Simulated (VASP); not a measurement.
# NaMo18S36 (a cell with a defect) in VASP: a series of runs

The runs below take NaMo18S36 (a cell with a defect) through single point, with PBE.

Everything below comes from runs of VASP 6.6.1. Logs are shortened: lines on timing, memory, paths and dates and some standing lists are left out, and cuts for length are marked.

### Step 1. The cell of the first run

The cell holds a defect, 55 atoms: a = 9.367 Å, b = 9.367 Å, c = 12.083 Å, α = 90.00°, β = 90.00°, γ = 120.00°.

### Step 2. Single point, PBE

File INCAR:

```
  PREC = Accurate
  ENCUT = 520
  EDIFF = 1E-6
  ISMEAR = -1
  SIGMA = 0.01
  LREAL = Auto
  LASPH = True
  NELM = 100
  ALGO = Normal
  ISIF = 2
  LWAVE = False
  LCHARG = True
  GGA = PE
  LELF = True
  LVHAR = True
  NBANDS = 270
  NELECT = 474.0
```

File KPOINTS:

```
regular mesh
0
Gamma
  1 1 1
```

File POSCAR:

```
NaMo18S36
1.0
    9.3669867967      0.0000000804      0.0000000000
   -4.6834934680      8.1120484826      0.0000000000
    0.0000000000      0.0000000000     12.0827026900
Mo S Na
18 36 1
Direct
    0.2227389020      0.1110137400      0.2539096947
    0.1114723163      0.2225734373      0.7457656953
    0.2195846738      0.4429170674      0.2580491397
    0.1114518740      0.5555746865      0.7457614205
    0.2227703880      0.7780285664      0.2539098369
    0.1146793156      0.8906711300      0.7416402808
    0.5557555734      0.1110728010      0.2539125970
    0.4434001406      0.2194083413      0.7415882968
    0.5554004303      0.4433534829      0.2557609177
    0.4437008151      0.5551839940      0.7439277738
    0.5553771974      0.7784449038      0.2557508781
    0.4433748278      0.8906178662      0.7416726794
    0.8908290019      0.1142157531      0.2580115575
    0.7784474078      0.2225878458      0.7457593739
    0.8908526373      0.4429501494      0.2580753951
    0.7788591145      0.5552420702      0.7439174227
    0.8905038400      0.7784036452      0.2557379071
    0.7788364245      0.8903401182      0.7439471591
    0.2213486564      0.1126675265      0.6136767671
    0.1128123270      0.2208980147      0.3859791170
    0.2237529166      0.1103906823      0.8731219910
    0.1105550989      0.2232243225      0.1265222595
    0.2215195665      0.4441104960      0.6163177847
    0.1129107110      0.5582492912      0.3859958742
    0.2232412053      0.4449679276      0.8750659345
    0.1105356339      0.5535551325      0.1265861117
    0.2214031761      0.7753789890      0.6137069424
    0.1126526842      0.8894519751      0.3833460343
    0.2236737335      0.7799987509      0.8731665420
    0.1109626711      0.8886093109      0.1246133421
    0.5586691316      0.1126318082      0.6136945234
    0.4443165836      0.2212014105      0.3833752114
    0.5540254201      0.1103658206      0.8731278640
    0.4451575753      0.2228959895      0.1246312369
    0.5560911260      0.4447675057      0.6147504300
    0.4449203732      0.5556321091      0.3849136380
    0.5508359573      0.4342815743      0.8687331879
    0.4344978249      0.5504383025      0.1308881579
    0.5560495064      0.7779806861      0.6147739514
    0.4443113389      0.8895390232      0.3833739135
    0.5508452196      0.7831351849      0.8688009187
    0.4451771103      0.8886785623      0.1246222106
    0.8899418582      0.1125153056      0.6163272061
    0.7755114272      0.2208750422      0.3859848258
    0.8890670048      0.1108213087      0.8750604885
    0.7801962577      0.2232969639      0.1265274309
    0.8899260765      0.4441465359      0.6163154308
    0.7781947345      0.5556246624      0.3849236851
    0.8890347881      0.4449836062      0.8750542928
    0.7834273366      0.5504093136      0.1309222605
    0.8893422844      0.7780517263      0.6147630037
    0.7782069236      0.8889203504      0.3849068339
    0.8997581588      0.7832545947      0.8687654829
    0.7833426454      0.8992629756      0.1308977777
    0.6671667774      0.6666538206     -0.0001724066
```

Potentials or basis: VASP PAW PBE potentials, release 64 (Mo_sv, S, Na_pv).

Launch:

```console
cat potpaw_PBE.64/Mo_sv/POTCAR potpaw_PBE.64/S/POTCAR potpaw_PBE.64/Na_pv/POTCAR > POTCAR
mpirun -np 1 vasp_gam > vasp.out
```

OUTCAR:

```text
PREC = Accurate
   ENCUT = 520
   EDIFF = 1E-6
   ISMEAR = -1
   LREAL = Auto
   LASPH = True
   NELM = 100
   ISIF = 2
   GGA = PE
   NELECT = 474.0

 ion  position               nearest neighbor table
   1  0.223  0.111  0.254-  28 2.38  32 2.38  22 2.38  34 2.39  30 2.39  20 2.39  17 3.11   9 3.11
                             7 3.12   5 3.12   3 3.12  13 3.12
   2  0.111  0.223  0.746-  43 2.38  23 2.38  21 2.38  25 2.39  45 2.39  19 2.39  10 3.11  18 3.11
                             4 3.12  14 3.12   6 3.12   8 3.12
   3  0.220  0.443  0.258-  38 2.32  20 2.37  24 2.37  36 2.39  26 2.39  22 2.39  13 3.08  15 3.08
                             1 3.12   5 3.12   9 3.14  11 3.14
   4  0.111  0.556  0.746-  47 2.38  23 2.38  29 2.38  25 2.39  49 2.39  27 2.39  16 3.11  10 3.11
                            14 3.12   2 3.12  12 3.12   6 3.12
   5  0.223  0.778  0.254-  28 2.38  40 2.38  26 2.38  30 2.39  42 2.39  24 2.39  11 3.11  17 3.11
                             1 3.12   7 3.12  15 3.12   3 3.12
   6  0.115  0.891  0.742-  53 2.32  27 2.37  19 2.37  51 2.39  21 2.39  29 2.39  12 3.08   8 3.08
                             4 3.12   2 3.12  16 3.14  18 3.14
   7  0.556  0.111  0.254-  40 2.38  32 2.38  46 2.38  42 2.39  34 2.39  44 2.39  11 3.11   9 3.11
                             1 3.12   5 3.12  15 3.12  13 3.12
   8  0.443  0.219  0.742-  37 2.32  31 2.37  19 2.37  35 2.39  21 2.39  33 2.39   6 3.08  12 3.08
                            14 3.12   2 3.12  10 3.14  16 3.14
   9  0.555  0.443  0.256-  32 2.37  36 2.39  38 2.39  50 2.39  48 2.39  34 2.39   7 3.11   1 3.11
[... 40 lines left out ...]
  40  0.444  0.890  0.383-  11 2.37   7 2.38   5 2.38
  41  0.551  0.783  0.869-  12 2.32  10 2.39  18 2.39  55 2.46
  42  0.445  0.889  0.125-   7 2.39   5 2.39  11 2.39
  43  0.890  0.113  0.616-  18 2.37   2 2.38  14 2.38
  44  0.776  0.221  0.386-  13 2.37  15 2.37   7 2.39
  45  0.889  0.111  0.875-  14 2.39   2 2.39  18 2.39
  46  0.780  0.223  0.127-   7 2.38  13 2.39  15 2.39
  47  0.890  0.444  0.616-  16 2.37   4 2.38  14 2.38
  48  0.778  0.556  0.385-  15 2.39   9 2.39  17 2.39
  49  0.889  0.445  0.875-  14 2.39   4 2.39  16 2.39
  50  0.783  0.550  0.131-  15 2.32  17 2.39   9 2.39  55 2.46
  51  0.889  0.778  0.615-   6 2.39  16 2.39  18 2.39
  52  0.778  0.889  0.385-  13 2.39  11 2.39  17 2.39
  53  0.900  0.783  0.869-   6 2.32  18 2.39  16 2.39  55 2.46
  54  0.783  0.899  0.131-  13 2.32  11 2.39  17 2.39  55 2.46
  55  0.667  0.667  1.000-  37 2.46  50 2.46  53 2.46  54 2.46  38 2.46  41 2.46

  LATTYP: Found a hexagonal cell.
 ALAT       =     9.3669867967
 C/A-ratio  =     1.2899241722

  Lattice vectors:

 A1 = (   9.3669867967,   0.0000000804,   0.0000000000)
 A2 = (  -4.6834934680,   8.1120484826,   0.0000000000)
 A3 = (   0.0000000000,   0.0000000000,  12.0827026900)

Analysis of symmetry for initial positions (statically):
=====================================================================
 Subroutine PRICEL returns:
 Original cell was already a primitive cell.

 Routine SETGRP: Setting up the symmetry group for a
 hexagonal supercell.

 Subroutine GETGRP returns: Found  1 space group operations
 (whereof  1 operations were pure point group operations)
 out of a pool of 24 trial point group operations.

The static configuration has the point symmetry C_1 .

Analysis of symmetry for dynamics (positions and initial velocities):
=====================================================================
 Subroutine PRICEL returns:
 Original cell was already a primitive cell.

 Routine SETGRP: Setting up the symmetry group for a
 hexagonal supercell.

 Subroutine GETGRP returns: Found  1 space group operations
 (whereof  1 operations were pure point group operations)
 out of a pool of 24 trial point group operations.

The dynamic configuration has the point symmetry C_1 .

 Subroutine INISYM returns: Found  1 space group operations
 (whereof  1 operations are pure point group operations),
 and found     1 'primitive' translations

----------------------------------------------------------------------------------------

[... 71 lines left out ...]
                 1           1
                 2           2
                 3           3
                 4           4
                 5           5
                 6           6
[... 47 lines left out ...]
                54          54
                55          55

----------------------------------------------------------------------------------------

 KPOINTS: regular mesh

Automatic generation of k-mesh.
 Grid dimensions read from file:
 generate k-points for:    1    1    1

 Generating k-lattice:

  Cartesian coordinates                     Fractional coordinates (reciprocal lattice)
     0.106757917  0.061636713  0.000000000     1.000000000  0.000000000  0.000000000
    -0.000000001  0.123273424  0.000000000    -0.000000000  1.000000000  0.000000000
     0.000000000  0.000000000  0.082762940     0.000000000  0.000000000  1.000000000

  Length of vectors
     0.123273424  0.123273424  0.082762940

  Shift w.r.t. Gamma in fractional coordinates (k-lattice)
     0.000000000  0.000000000  0.000000000

 Subroutine IBZKPT returns following result:
 ===========================================

 Found      1 irreducible k-points:

 Following reciprocal coordinates:
            Coordinates               Weight
  0.000000  0.000000  0.000000      1.000000
   k-points           NKPTS =      1   k-points in BZ     NKDIM =      1   number of bands    NBANDS=    270
   number of dos      NEDOS =    301   number of ions     NIONS =     55
   total plane-waves  NPLWV = 441000
   dimension x,y,z NGX =    70 NGY =   70 NGZ =   90
   dimension x,y,z NGXF=   140 NGYF=  140 NGZF=  180
   ions per type =              18  36   1
   NGX,Y,Z   is equivalent  to a cutoff of  12.42, 12.42, 12.38 a.u.
   NGXF,Y,Z  is equivalent  to a cutoff of  24.85, 24.85, 24.77 a.u.
 SYSTEM =  unknown system
   PREC   = accura    normal or accurate (medium, high low for compatibility)
   ISTART =      0    job   : 0-new  1-cont  2-samecut
   ICHARG =      2    charge: 1-file 2-atom 10-const
   ISPIN  =      1    spin polarized calculation?
   LNONCOLLINEAR =      F non collinear calculations
   LSORBIT =      F    spin-orbit coupling
   LASPH  =      T    aspherical Exc in radial PAW
   ENCUT  =  520.0 eV  38.22 Ry    6.18 a.u.  17.42 17.42 22.47*2*pi/ulx,y,z
   NELM   =    100;   NELMIN=  2; NELMDL= -5     # of ELM steps
   EDIFF  = 0.1E-05   stopping-criterion for ELM
   LREAL  =      T    real-space projection
   EDIFFG = 0.1E-04   stopping-criterion for IOM
   NSW    =      0    number of steps for IOM
   IBRION =     -1    ionic relax: 0-MD 1-quasi-New 2-CG
   NFREE  =      0    steps in history (QN), initial steepest desc. (CG)
   ISIF   =      2    stress and relaxation
   ISYM   =      2    0-nonsym 1-usesym 2-fastsym
   POTIM  = 0.5000    time-step for ionic-motion
   TEBEG  =    0.0;   TEEND  =   0.0 temperature during run
   PSTRESS=    0.0 pullay stress
   NELECT =     474.0000    total number of electrons
   NUPDOWN=      -1.0000    fix difference up-down
   EMIN   =  10.00;   EMAX   =-10.00  energy-range for DOS
   EFERMI =   0.00;   METHOD = LEGACY
   ISMEAR =    -1;   SIGMA  =   0.01  broadening in eV -4-tet -1-fermi 0-gaus
   EFERMI_NEDOS =   21; number of points for ismear=-14 and -15
   IALGO  =     38    algorithm
   IMIX   =      4    mixing-type and parameters
     AMIX     =   0.40;   BMIX     =  1.00
     AMIX_MAG =   1.60;   BMIX_MAG =  1.00
  volume/ion in A,a.u.               =      16.69       112.65
  Fermi-wavevector in a.u.,A,eV,Ry     =   1.313317  2.481809 23.467335  1.724800
  Thomas-Fermi vector in A             =   2.443648
   LORBIT       =      0    0 simple, 1 ext, 2 COOP (PROOUT), +10 PAW based schemes
   GGA     = PE    functional components
   LHFCALC =     F    Hartree Fock is set to
   AEXX    =    0.0000 exact exchange contribution
   IVDW    =     0    specifies the selected vdW correction
   LEPSILON=     F    determine dielectric tensor
   LRPA    =     F    only Hartree local field effects (RPA)
 non-spin polarized calculation
  energy-cutoff  :      520.00
  volume of cell :      918.11
 maximum number of plane-waves:     12404
 NGX is ok and might be reduce to    70
   NGX = 35   NGY = 35   NGZ = 45

 number of electron     473.9999996 magnetization

 Free energy of the ion-electron system (eV)
  ---------------------------------------------------
  ext. energy  EPLUGINS =         0.00000000
  ---------------------------------------------------
  free energy    TOTEN  =      -400.27408972 eV

  energy without entropy =     -400.27408972  energy(sigma->0) =     -400.27408972

 E-fermi :   8.6452     XC(G=0): -11.1436

 val. band max:        8.3265952692   @ k =   0.0000   0.0000   0.0000
 cond. band min:       9.4709405328   @ k =   0.0000   0.0000   0.0000
 fundamental gap:      1.1443452636
 Fermi energy:         8.6451840585

 k-point     1 :       0.0000    0.0000    0.0000
  band No.  band energies     occupation
      1     -53.1006      2.00000
      2     -53.1005      2.00000
      3     -53.0720      2.00000
      4     -53.0720      2.00000
      5     -53.0703      2.00000
      6     -53.0703      2.00000
[... 241 lines left out ...]
    248       9.8624      0.00000
    249       9.8625      0.00000
 [bands above 249 left out]

------------------------ aborting loop because EDIFF is reached ----------------------------------------

  FORCE on cell =-STRESS in cart. coord.  units (eV):
  Direction    XX          YY          ZZ          XY          YZ          ZX
  --------------------------------------------------------------------------------------
  -------------------------------------------------------------------------------------
  Total       42.7081419     42.7074646     39.0198174     -0.0057947      0.0011839      0.0144803
  in kB       74.5292450     74.5280632     68.0928133     -0.0101123      0.0020660      0.0252693
  external PRESSURE =      72.3833739 kB  Pullay stress =       0.0000000 kB

 VOLUME and BASIS-vectors are now :
 -----------------------------------------------------------------------------
  energy-cutoff  :      520.00
  volume of cell :      918.11
      direct lattice vectors                 reciprocal lattice vectors
     9.366986797  0.000000080  0.000000000     0.106757917  0.061636713  0.000000000
    -4.683493468  8.112048483  0.000000000    -0.000000001  0.123273424  0.000000000
     0.000000000  0.000000000 12.082702690     0.000000000  0.000000000  0.082762940

 POSITION                                       TOTAL-FORCE (eV/Angst)
 -----------------------------------------------------------------------------------
      1.56646      0.90055      3.06792         0.000123      0.004544      0.011706
      0.00174      1.80553      9.01087         0.001676     -0.000137     -0.007583
     -0.01755      3.59296      3.11793        -0.006687     -0.003133     -0.011233
     -1.55806      4.50685      9.01081         0.001115      0.003244     -0.004329
     -1.55720      6.31141      3.06792        -0.000089     -0.000676      0.010221
     -3.09725      7.22517      8.96102         0.005522      0.006204      0.008345
[... 47 lines left out ...]
      3.12587      7.29486      1.58160         0.000462      0.017767      0.033377
      3.12707      5.40793     12.08062        -0.002669      0.004130      0.001082
 -----------------------------------------------------------------------------------
    total drift:                               -0.003892      0.002045      0.001595

  FREE ENERGIE OF THE ION-ELECTRON SYSTEM (eV)
  ---------------------------------------------------
  free  energy   TOTEN  =      -400.2740897227 eV

  energy  without entropy=     -400.2740897227  energy(sigma->0) =     -400.27408972
```

Wall time 8.5 min (1 thread of AMD EPYC 7R43 (Zen 3), shared host); peak memory 0.86 GiB.

What came out:

```
Free energy   : -400.2741 eV
Largest force : 0.038 eV/Å
```

Forces on the atoms (eV/Å):
```
Mo   0.000  0.005  0.012
Mo   0.002  0.000 -0.008
Mo  -0.007 -0.003 -0.011
Mo   0.001  0.003 -0.004
Mo   0.000 -0.001  0.010
Mo   0.006  0.006  0.008
Mo   0.001  0.002  0.009
Mo  -0.001 -0.014  0.013
Mo   0.003  0.001 -0.004
Mo   0.006  0.002 -0.001
Mo   0.006 -0.005  0.001
Mo  -0.007  0.008  0.006
Mo   0.003  0.009 -0.008
Mo   0.002 -0.001 -0.008
Mo   0.010 -0.008 -0.011
Mo  -0.004  0.002  0.001
Mo  -0.005 -0.001  0.002
Mo   0.003 -0.005 -0.002
S    0.003 -0.002  0.017
S   -0.002  0.001 -0.018
S    0.000 -0.005 -0.017
S   -0.007  0.001  0.019
S    0.007  0.003  0.016
S   -0.003 -0.006 -0.015
S   -0.003 -0.001 -0.016
S   -0.002 -0.002  0.014
S    0.002  0.004  0.016
S   -0.006  0.002 -0.015
S    0.001  0.000 -0.020
S    0.000  0.003  0.012
S   -0.004 -0.004  0.014
S    0.000  0.001 -0.020
S   -0.004 -0.003 -0.018
S    0.002 -0.004  0.015
S   -0.003  0.002  0.017
S    0.000  0.003 -0.017
S    0.000 -0.016 -0.031
S   -0.012 -0.006  0.033
S    0.001  0.000  0.017
S    0.002  0.000 -0.019
S   -0.014  0.008 -0.030
S   -0.004  0.000  0.011
S    0.000 -0.007  0.017
S    0.005  0.009 -0.015
S    0.004 -0.001 -0.013
S    0.000 -0.002  0.020
S   -0.002  0.001  0.015
S   -0.003  0.003 -0.017
S    0.003 -0.001 -0.012
S    0.011 -0.011  0.032
S   -0.001  0.001  0.020
S    0.001 -0.002 -0.020
S    0.012  0.008 -0.032
S    0.000  0.018  0.033
Na  -0.003  0.004  0.001
```

Caveat: the k points lie up to 0.77 Å⁻¹ apart; the cell carries a net charge on a neutralising background, which shifts energy and pressure; the cell is charged against a uniform background, so pressure and absolute levels hang on convention.

[end of part 1 of 3]
